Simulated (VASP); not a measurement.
# Ta (Fm-3m) in VASP: further runs, part 2 of 2

VASP 6.6.1.

## (3) Single point, PBE

INCAR

```
SYSTEM = Ta
ALGO = Normal
EDIFF = 1E-6
ENCUT = 520
GGA = PE
ISIF = 2
ISMEAR = -1
LASPH = .TRUE.
LCHARG = .FALSE.
LREAL = .FALSE.
LWAVE = .FALSE.
NBANDS = 12
NELM = 100
PREC = Accurate
SIGMA = 0.1
```

KPOINTS

```
k-points
0
G
  16 16 16
  0 0 0
```

POSCAR

```
Ta
1.0
    0.0000000000      2.0527394526      2.0527394526
    2.0527394526      0.0000000000      2.0527394526
    2.0527394526      2.0527394526      0.0000000000
Ta
1
Direct
    0.0000000000      0.0000000000      0.0000000000
```

Potentials or basis: VASP PAW PBE potentials, release 64 (Ta_pv).

The run is started by

```
$ cat potpaw_PBE.64/Ta_pv/POTCAR > POTCAR
$ mpirun -np 1 vasp_std > vasp.out
```

OUTCAR:

```text
SYSTEM = Ta
   EDIFF = 1E-6
   ENCUT = 520
   GGA = PE
   ISIF = 2
   ISMEAR = -1
   LASPH = .TRUE.
   LREAL = .FALSE.
   NELM = 100
   PREC = Accurate

 ion  position               nearest neighbor table
   1  0.000  0.000  0.000-

  LATTYP: Found a face centered cubic cell.
 ALAT       =     4.1054789052

  Lattice vectors:

 A1 = (   0.0000000000,   2.0527394526,   2.0527394526)
 A2 = (   2.0527394526,   0.0000000000,   2.0527394526)
 A3 = (   2.0527394526,   2.0527394526,   0.0000000000)

Analysis of symmetry for initial positions (statically):
=====================================================================
 Subroutine PRICEL returns:
 Original cell was already a primitive cell.

 Routine SETGRP: Setting up the symmetry group for a
 face centered cubic supercell.

 Subroutine GETGRP returns: Found 48 space group operations
 (whereof 48 operations were pure point group operations)
 out of a pool of 48 trial point group operations.

The static configuration has the point symmetry O_h .

Analysis of symmetry for dynamics (positions and initial velocities):
=====================================================================
 Subroutine PRICEL returns:
 Original cell was already a primitive cell.

 Routine SETGRP: Setting up the symmetry group for a
 face centered cubic supercell.

 Subroutine GETGRP returns: Found 48 space group operations
 (whereof 48 operations were pure point group operations)
 out of a pool of 48 trial point group operations.

The dynamic configuration has the point symmetry O_h .

 Subroutine INISYM returns: Found 48 space group operations
 (whereof 48 operations are pure point group operations),
 and found     1 'primitive' translations

----------------------------------------------------------------------------------------

                                     Primitive cell

  volume of cell :      17.2994

  direct lattice vectors                    reciprocal lattice vectors
[... 106 lines left out ...]
  volume/ion in A,a.u.               =      17.30       116.74
  Fermi-wavevector in a.u.,A,eV,Ry     =   1.407760  2.660280 26.963859  1.981788
  Thomas-Fermi vector in A             =   2.529986
   LORBIT       =      0    0 simple, 1 ext, 2 COOP (PROOUT), +10 PAW based schemes
   GGA     = PE    functional components
   LHFCALC =     F    Hartree Fock is set to
   AEXX    =    0.0000 exact exchange contribution
   IVDW    =     0    specifies the selected vdW correction
   LEPSILON=     F    determine dielectric tensor
   LRPA    =     F    only Hartree local field effects (RPA)
 non-spin polarized calculation
  energy-cutoff  :      520.00
  volume of cell :       17.30
 maximum number of plane-waves:       487
 NGX is ok and might be reduce to    24
   NGX = 11   NGY = 11   NGZ = 11

 number of electron      10.9999999 magnetization

 Free energy of the ion-electron system (eV)
  ---------------------------------------------------
  ext. energy  EPLUGINS =         0.00000000
  ---------------------------------------------------
  free energy    TOTEN  =       -11.50683826 eV

  energy without entropy =      -11.46772897  energy(sigma->0) =      -11.48728361

 E-fermi :   6.2267     XC(G=0): -12.8283

 val. band max:        6.1878479527   @ k =   0.4375   0.1250   0.0000
 cond. band min:       6.2296160870   @ k =  -0.0625   0.0625   0.0000
 fundamental gap:      0.0417681344
 Fermi energy:         6.2267305474

 k-point     1 :       0.0000    0.0000    0.0000
  band No.  band energies     occupation
      1     -27.0998      2.00000
      2     -27.0998      2.00000
      3     -27.0998      2.00000
      4      -2.2524      2.00000
      5       6.6318      0.03424
      6       6.6318      0.03424
      7       6.6318      0.03424
      8       9.9826      0.00000
      9       9.9826      0.00000
     10      18.9187      0.00000
     11      20.6202      0.00000
     12      24.1802      0.00000
[... 331 lines left out ...]
 k-point    24 :      -0.0625    0.0625    0.0000
  band No.  band energies     occupation
      1     -27.2328      2.00000
      2     -27.1378      2.00000
      3     -27.1086      2.00000
      4      -1.7960      2.00000
      5       6.2296      0.98557
      6       6.8349      0.00456
      7       6.8743      0.00308
      8       9.5738      0.00000
      9       9.9740      0.00000
     10      19.8596      0.00000
     11      20.6192      0.00000
     12      22.6558      0.00000

 [... further k-points ...]
[... 5 lines left out ...]
  --------------------------------------------------------------------------------------
  -------------------------------------------------------------------------------------
  Total        2.0839429      2.0839429      2.0839429      0.0000000      0.0000000      0.0000000
  in kB      193.0033834    193.0033834    193.0033834      0.0000000      0.0000000      0.0000000
  external PRESSURE =     193.0033834 kB  Pullay stress =       0.0000000 kB

 VOLUME and BASIS-vectors are now :
 -----------------------------------------------------------------------------
  energy-cutoff  :      520.00
  volume of cell :       17.30
      direct lattice vectors                 reciprocal lattice vectors
     0.000000000  2.052739453  2.052739453    -0.243576943  0.243576943  0.243576943
     2.052739453  0.000000000  2.052739453     0.243576943 -0.243576943  0.243576943
     2.052739453  2.052739453  0.000000000     0.243576943  0.243576943 -0.243576943

 POSITION                                       TOTAL-FORCE (eV/Angst)
 -----------------------------------------------------------------------------------
      0.00000      0.00000      0.00000         0.000000      0.000000      0.000000
 -----------------------------------------------------------------------------------
    total drift:                               -0.000000      0.000000      0.000000

  FREE ENERGIE OF THE ION-ELECTRON SYSTEM (eV)
  ---------------------------------------------------
  free  energy   TOTEN  =       -11.5068382566 eV

  energy  without entropy=      -11.4677289683  energy(sigma->0) =      -11.48728361
```

stdout:

```text
POSCAR found type information on POSCAR Ta
 POSCAR found :  1 types and       1 ions
 scaLAPACK will be used
 LDA part: xc-table for (Slater+PW92), standard interpolation
 POSCAR, INCAR and KPOINTS ok, starting setup
 FFT: planning ... GRIDC
 FFT: planning ... GRID_SOFT
 FFT: planning ... GRID
 WAVECAR not read
 entering main loop
```

It took 8.4 s on 1 thread of Intel Xeon 6975P-C (Granite Rapids), shared host; peak memory 0.15 GiB.

Results:

```
Free energy : -11.5068 eV
Pressure    : 19.3 GPa
```

Caveat: spin-orbit coupling is left out, which moves the levels of the heavy elements.

## (4) Relaxation of cell and atoms, PBE, target pressure 19 GPa, at which the enthalpy is minimised

INCAR

```
SYSTEM = Ta
  PREC = Accurate
  ENCUT = 600
  EDIFF = 1E-6
  ISMEAR = -1
  SIGMA = 0.1
  LREAL = .FALSE.
  LASPH = .TRUE.
  NELM = 80
  ALGO = Normal
  ISIF = 3
  LWAVE = .FALSE.
  LCHARG = .FALSE.
  GGA = PE
  IBRION = 2
  NSW = 32
  EDIFFG = -0.005
  PSTRESS = 190.0
```

KPOINTS

```
regular mesh
0
G
  16 16 16
  0 0 0
```

POSCAR

```
Ta
1.0
    0.0000000000      2.0531357245      2.0531357245
    2.0531357245      0.0000000000      2.0531357245
    2.0531357245      2.0531357245      0.0000000000
Ta
1
Direct
    0.0000000000      0.0000000000      0.0000000000
```

The run is started by

```
$ cat potpaw_PBE.64/Ta_pv/POTCAR > POTCAR
$ mpirun -np 1 vasp_std > vasp.out
```

Run time: 12 s. Hardware: 1 thread of Intel Xeon 6975P-C (Granite Rapids), shared host; peak memory 0.17 GiB.

The run converged. Its results:

- Free energy: -11.5095 eV
- Relaxed volume: 17.32 Å³/atom
- Relaxed cell: a = 2.904 Å, b = 2.904 Å, c = 2.904 Å, α = 60.00°, β = 60.00°, γ = 60.00°
- Space group after relaxing (to 0.05 Å): Fm-3m (No. 225)
- Energy change on relaxing (the enthalpy is what falls): -1.2 meV/atom
- Ionic steps: 3
- Pressure after relaxing: 19.0 GPa

Step by step:
```csv
step,energy change (eV),largest force (eV/Å),pressure (GPa),volume (Å³)
1,0.0000,0.0000,19.18,17.31
2,-0.0057,0.0000,18.50,17.36
3,-0.0012,0.0000,19.02,17.32
```

Final structure:
```
CELL_PARAMETERS angstrom
0.00000 2.05355 2.05355
2.05355 0.00000 2.05355
2.05355 2.05355 0.00000
ATOMIC_POSITIONS crystal
Ta 0.00000 0.00000 0.00000
```

Levels at points of the mesh, in eV from the Fermi level:
```
           k point  band 3  band 4  band 5  band 6  band 7  band 8
(0.00, 0.00, 0.00)  -33.33   -8.47    0.41    0.41    0.41    3.75
(0.50, 0.00, 0.00)  -33.51   -4.97    0.14    0.14    0.97    6.37
(0.50, 0.50, 0.00)  -33.81   -4.87   -3.77    3.39    6.36    7.15
```

Caveat: the cell is relaxed towards a set pressure, so the enthalpy falls and the energy may rise; spin-orbit coupling is left out, which moves the levels of the heavy elements.

## (5) Relaxation of cell and atoms, PBE, target pressure 19 GPa, at which the enthalpy is minimised

INCAR

```
  PREC = Accurate
  ENCUT = 600
  EDIFF = 1E-7
  ISMEAR = -1
  SIGMA = 0.1
  LREAL = False
  LASPH = True
  NELM = 80
  ALGO = Normal
  ISIF = 3
  LWAVE = False
  LCHARG = False
  GGA = PE
  IBRION = 2
  NSW = 60
  EDIFFG = -0.005
  PSTRESS = 190.0
```

KPOINTS

```
regular mesh
0
Gamma
  16 16 16
```

POSCAR

```
Ta
1.0
    0.0000000000      2.0536417209      2.0536417209
    2.0536417209      0.0000000000      2.0536417209
    2.0536417209      2.0536417209      0.0000000000
Ta
1
Direct
    0.0000000000      0.0000000000      0.0000000000
```

The run is started by

```
$ cat potpaw_PBE.64/Ta_pv/POTCAR > POTCAR
$ mpirun -np 1 vasp_std > vasp.out
```

Run time: 8 s. Hardware: 1 thread of Intel Xeon 6975P-C (Granite Rapids), shared host; peak memory 0.16 GiB.

It converged, with:

```yaml
Free_energy: -11.5098 eV
Pressure_after_relaxing: 19.0 GPa
```

Final structure:
```
Ta
1.0
     0.00000    2.05364    2.05364
     2.05364    0.00000    2.05364
     2.05364    2.05364    0.00000
Ta
1
Direct
  0.00000 0.00000 0.00000
```

Levels at points of the mesh, in eV from the Fermi level:
```tsv
k point	band 3	band 4	band 5	band 6	band 7	band 8
(0.00, 0.00, 0.00)	-33.33	-8.47	0.41	0.41	0.41	3.75
(0.50, 0.00, 0.00)	-33.51	-4.97	0.14	0.14	0.97	6.37
(0.50, 0.50, 0.00)	-33.81	-4.87	-3.77	3.38	6.36	7.15
```

Caveat: the relaxation stopped at its first step, so nothing moved; the cell is relaxed towards a set pressure, so the enthalpy falls and the energy may rise; spin-orbit coupling is left out, which moves the levels of the heavy elements.

## (6) Summary

```tsv
task	cell	cutoff (eV)	gap on the mesh (eV)	pressure (GPa)
single point	a = 2.904 Å, angles 60.0°, 1 atom	520	none	19.2
single point	a = 2.903 Å, angles 60.0°, 1 atom	520	none	19.3
relaxation of cell and atoms	relaxed to 19 GPa from a = 2.904 Å, angles 60.0°, 1 atom	600	none	19.0
```

Alike in all rows: level PBE; potentials or basis VASP PAW PBE potentials, release 64 (Ta_pv); no spin polarisation; k mesh 16 × 16 × 16; smearing fermi-dirac 0.1 eV.

Caveats: spin-orbit coupling is left out, which moves the levels of the heavy elements; the relaxation stopped at its first step, so nothing moved (some runs); the cell is relaxed towards a set pressure, so the enthalpy falls and the energy may rise (some runs).

Absolute energies hang on the potentials; compare differences alone.
